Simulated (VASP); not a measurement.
# KF (Fm-3m) in VASP: single point with PBE

Aim: the single point of KF with PBE.

Everything below comes from runs of VASP 6.6.1. Logs are shortened: lines on timing, memory, paths and dates and some standing lists are left out, and cuts for length are marked.

## (1) The cell of the first run

It takes space group Fm-3m (No. 225, cubic). The conventional cell has a = 5.344 Å, b = 5.344 Å, c = 5.344 Å, α = 90.00°, β = 90.00°, γ = 90.00°. Within 3.5 Å of K (site symmetry m-3m) lie 6 F at 2.67 Å. F (site symmetry m-3m) has 6 K at 2.67 Å within 3.5 Å.

## (2) Single point, PBE

INCAR

```
SYSTEM = KF
PREC     = Accurate       ! precision mode
ENCUT    = 600            ! plane-wave cutoff, eV
EDIFF    = 1E-6           ! SCF threshold, eV
ISMEAR   = 0              ! smearing method
SIGMA    = 0.01           ! smearing width, eV
LREAL    = .False.        ! projectors in reciprocal space
LASPH    = .True.         ! aspherical terms in the spheres
NELM     = 120            ! most SCF steps
ALGO     = Normal         ! electronic algorithm
ISIF     = 2              ! what is computed and relaxed
LWAVE    = .False.        ! write WAVECAR
LCHARG   = .True.         ! write CHGCAR
GGA      = PE             ! functional
LELF     = .True.         ! ELF
LVHAR    = .True.       
NBANDS   = 15             ! bands
GGA_COMPAT= .False.
```

KPOINTS

```
regular mesh
0
Gamma
  4 4 4
  0 0 0
```

POSCAR

```
KF
1.0
    0.0000000000      2.6718500000      2.6718500000
    2.6718500000      0.0000000000      2.6718500000
    2.6718500000      2.6718500000      0.0000000000
K F
1 1
Direct
    0.0000000000      0.0000000000      0.0000000000
    0.5000000000      0.5000000000      0.5000000000
```

Potentials or basis: VASP PAW PBE potentials, release 64 (K_sv, F).

Command:

```sh
$ cat potpaw_PBE.64/K_sv/POTCAR potpaw_PBE.64/F/POTCAR > POTCAR
$ mpirun -np 1 vasp_std > vasp.out
```

OUTCAR:

```text
SYSTEM = KF
   PREC = Accurate
   ENCUT = 600
   EDIFF = 1E-6
   ISMEAR = 0
   LREAL = .False.
   LASPH = .True.
   NELM = 120
   ISIF = 2
   GGA = PE

 ion  position               nearest neighbor table
   1  0.000  0.000  0.000-   2 2.67   2 2.67   2 2.67   2 2.67   2 2.67   2 2.67
   2  0.500  0.500  0.500-   1 2.67   1 2.67   1 2.67   1 2.67   1 2.67   1 2.67

  LATTYP: Found a face centered cubic cell.
 ALAT       =     5.3437000000

  Lattice vectors:

 A1 = (   0.0000000000,   2.6718500000,   2.6718500000)
 A2 = (   2.6718500000,   0.0000000000,   2.6718500000)
 A3 = (   2.6718500000,   2.6718500000,   0.0000000000)

Analysis of symmetry for initial positions (statically):
=====================================================================
 Subroutine PRICEL returns:
 Original cell was already a primitive cell.

 Routine SETGRP: Setting up the symmetry group for a
 face centered cubic supercell.

 Subroutine GETGRP returns: Found 48 space group operations
 (whereof 48 operations were pure point group operations)
 out of a pool of 48 trial point group operations.

The static configuration has the point symmetry O_h .

Analysis of symmetry for dynamics (positions and initial velocities):
=====================================================================
 Subroutine PRICEL returns:
 Original cell was already a primitive cell.

 Routine SETGRP: Setting up the symmetry group for a
 face centered cubic supercell.

 Subroutine GETGRP returns: Found 48 space group operations
 (whereof 48 operations were pure point group operations)
 out of a pool of 48 trial point group operations.

The dynamic configuration has the point symmetry O_h .

 Subroutine INISYM returns: Found 48 space group operations
 (whereof 48 operations are pure point group operations),
 and found     1 'primitive' translations

----------------------------------------------------------------------------------------

                                     Primitive cell

  volume of cell :      38.1475

  direct lattice vectors                    reciprocal lattice vectors
     0.000000000  2.671850000  2.671850000    -0.187136254  0.187136254  0.187136254
     2.671850000  0.000000000  2.671850000     0.187136254 -0.187136254  0.187136254
     2.671850000  2.671850000  0.000000000     0.187136254  0.187136254 -0.187136254

  length of vectors
     3.778566507  3.778566507  3.778566507     0.324129500  0.324129500  0.324129500

  position of ions in fractional coordinates (direct lattice)
     0.000000000  0.000000000  0.000000000
     0.500000000  0.500000000  0.500000000

  ion indices of the primitive-cell ions
   primitive index   ion index
                 1           1
                 2           2

[... 68 lines left out ...]
   EFERMI =   0.00;   METHOD = LEGACY
   ISMEAR =     0;   SIGMA  =   0.01  broadening in eV -4-tet -1-fermi 0-gaus
   EFERMI_NEDOS =   21; number of points for ismear=-14 and -15
   IALGO  =     38    algorithm
   IMIX   =      4    mixing-type and parameters
     AMIX     =   0.40;   BMIX     =  1.00
     AMIX_MAG =   1.60;   BMIX_MAG =  1.00
  volume/ion in A,a.u.               =      19.07       128.72
  Fermi-wavevector in a.u.,A,eV,Ry     =   1.225442  2.315750 20.431978  1.501708
  Thomas-Fermi vector in A             =   2.360480
   LORBIT       =      0    0 simple, 1 ext, 2 COOP (PROOUT), +10 PAW based schemes
   GGA     = PE    functional components
   LHFCALC =     F    Hartree Fock is set to
   AEXX    =    0.0000 exact exchange contribution
   IVDW    =     0    specifies the selected vdW correction
   LEPSILON=     F    determine dielectric tensor
   LRPA    =     F    only Hartree local field effects (RPA)
 non-spin polarized calculation
 Gauss-broadening in eV      SIGMA  =   0.01
  energy-cutoff  :      600.00
  volume of cell :       38.15
 maximum number of plane-waves:      1287
   NGX = 15   NGY = 15   NGZ = 15

 number of electron      15.9999997 magnetization

 Free energy of the ion-electron system (eV)
  ---------------------------------------------------
  ext. energy  EPLUGINS =         0.00000000
  ---------------------------------------------------
  free energy    TOTEN  =        -8.29185489 eV

  energy without entropy =       -8.29185489  energy(sigma->0) =       -8.29185489

 E-fermi :  -2.7250     XC(G=0):  -8.4035

 val. band max:       -2.8061512580   @ k =   0.0000   0.0000   0.0000
 cond. band min:       3.3609141447   @ k =   0.0000   0.0000   0.0000
 fundamental gap:      6.1670654027
 Fermi energy:        -2.7250342907

 k-point     1 :       0.0000    0.0000    0.0000
  band No.  band energies     occupation
      1     -28.9422      2.00000
      2     -21.4634      2.00000
      3     -12.1932      2.00000
      4     -12.1932      2.00000
      5     -12.1932      2.00000
      6      -2.8062      2.00000
      7      -2.8062      2.00000
      8      -2.8062      2.00000
      9       3.3609      0.00000
     10       7.8746      0.00000
     11       7.8746      0.00000
     12       7.8746      0.00000
     13       9.5465      0.00000
     14       9.5465      0.00000
[... 113 lines left out ...]
      2     -21.5040      2.00000
      3     -12.5788      2.00000
      4     -12.5788      2.00000
      5     -12.2806      2.00000
      6      -3.2100      2.00000
      7      -2.9709      2.00000
      8      -2.9709      2.00000
      9       6.9275      0.00000
     10       6.9275      0.00000
     11       8.3940      0.00000
     12      10.6026      0.00000
     13      11.4321      0.00000
     14      12.1193      0.00000
     15      13.3214      0.00000

------------------------ aborting loop because EDIFF is reached ----------------------------------------

  FORCE on cell =-STRESS in cart. coord.  units (eV):
  Direction    XX          YY          ZZ          XY          YZ          ZX
  --------------------------------------------------------------------------------------
  -------------------------------------------------------------------------------------
  Total        0.3294982      0.3294982      0.3294982      0.0000000     -0.0000000      0.0000000
  in kB       13.8387686     13.8387686     13.8387686      0.0000000     -0.0000000      0.0000000
  external PRESSURE =      13.8387686 kB  Pullay stress =       0.0000000 kB

 VOLUME and BASIS-vectors are now :
 -----------------------------------------------------------------------------
  energy-cutoff  :      600.00
  volume of cell :       38.15
      direct lattice vectors                 reciprocal lattice vectors
     0.000000000  2.671850000  2.671850000    -0.187136254  0.187136254  0.187136254
     2.671850000  0.000000000  2.671850000     0.187136254 -0.187136254  0.187136254
     2.671850000  2.671850000  0.000000000     0.187136254  0.187136254 -0.187136254

 POSITION                                       TOTAL-FORCE (eV/Angst)
 -----------------------------------------------------------------------------------
      0.00000      0.00000      0.00000         0.000000     -0.000000     -0.000000
      2.67185      2.67185      2.67185        -0.000000      0.000000      0.000000
 -----------------------------------------------------------------------------------
    total drift:                                0.000000      0.000000      0.000000

  FREE ENERGIE OF THE ION-ELECTRON SYSTEM (eV)
  ---------------------------------------------------
  free  energy   TOTEN  =        -8.2918548890 eV

  energy  without entropy=       -8.2918548890  energy(sigma->0) =       -8.29185489
```

stdout:

```text
POSCAR found type information on POSCAR K F
 POSCAR found :  2 types and       2 ions
 scaLAPACK will be used
 LDA part: xc-table for (Slater+PW92), standard interpolation
 POSCAR, INCAR and KPOINTS ok, starting setup
 FFT: planning ... GRIDC
 FFT: planning ... GRID_SOFT
 FFT: planning ... GRID
 WAVECAR not read
 entering main loop
```

Run time: 8.4 s. Hardware: 1 thread of Intel Xeon Platinum 8375C at 2.90GHz (Ice Lake), shared host; peak memory 0.16 GiB.

Results:

| Item | Value |
| --- | --- |
| Free energy | -8.2919 eV |
| Pressure | 1.4 GPa |
| Band gap on the k mesh | 6.17 eV |

Caveat: the k points lie up to 0.51 Å⁻¹ apart.
